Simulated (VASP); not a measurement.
Input of a VASP 6.6.1 run:

Contents of POSCAR:

```
LiCl
1.0
    3.2711235786      0.0000000000      0.0000000000
    0.0000000000      3.2711235786      0.0000000000
    0.0000000000      0.0000000000      3.2711235786
Li Cl
1 1
Direct
    0.0000000000      0.0000000000      0.0000000000
    0.5000000000      0.5000000000      0.5000000000
```

INCAR.step1

```
  PREC = Accurate
  ENCUT = 500
  EDIFF = 1E-8
  ISMEAR = 0
  SIGMA = 0.01
  LREAL = False
  LASPH = True
  NELM = 80
  ALGO = Normal
  LWAVE = True
  LCHARG = False
  GGA = PE
```

Contents of INCAR.step2:

```
  PREC = Accurate
  ENCUT = 500
  EDIFF = 1E-8
  ISMEAR = 0
  SIGMA = 0.01
  LREAL = False
  LASPH = True
  NELM = 1
  ALGO = Exact
  LWAVE = True
  LCHARG = False
  GGA = PE
  NBANDS = 60
  LOPTICS = True
  ISTART = 1
```

File INCAR.step3:

```
  PREC = Accurate
  ENCUT = 500
  EDIFF = 1E-8
  ISMEAR = 0
  SIGMA = 0.01
  LREAL = False
  LASPH = True
  ALGO = EVGW0
  LWAVE = False
  LCHARG = False
  GGA = PE
  NELMGW = 1
  NBANDS = 60
  ENCUTGW = 80.0
  NOMEGA = 96
  PRECFOCK = Fast
  ISTART = 1
  NBANDSGW = 12
  OMEGAMAX = 20
```

KPOINTS

```
Automatic mesh
0
Gamma
  4 4 4
```

Potentials or basis: VASP PAW PBE potentials, release 64 (Li_GW, Cl_GW).

The run is started by

```console
$ cat potpaw_PBE.64/Li_GW/POTCAR potpaw_PBE.64/Cl_GW/POTCAR > POTCAR
$ cp INCAR.step1 INCAR
$ mpirun -np 1 vasp_std > vasp.out
$ cp INCAR.step2 INCAR
$ mpirun -np 1 vasp_std > vasp.out
$ cp INCAR.step3 INCAR
$ mpirun -np 1 vasp_std > vasp.out
```

Task: Predict the quasiparticle gap.

Result: 6.36 eV.

Task: Predict the least direct quasiparticle gap.

Result: 7.15 eV.

Task: Estimate the band gap of the starting levels on the mesh.

Result: 4.40 eV.

Task: Estimate the least direct gap of the starting levels on the mesh.

Result: 5.17 eV.

Caveat: the k points lie up to 0.48 Å⁻¹ apart; bands, screening cutoff and mesh are small and nothing is extrapolated, so the quasiparticle values aren't converged; the structure was generated, so it needn't be the stable form of LiCl.
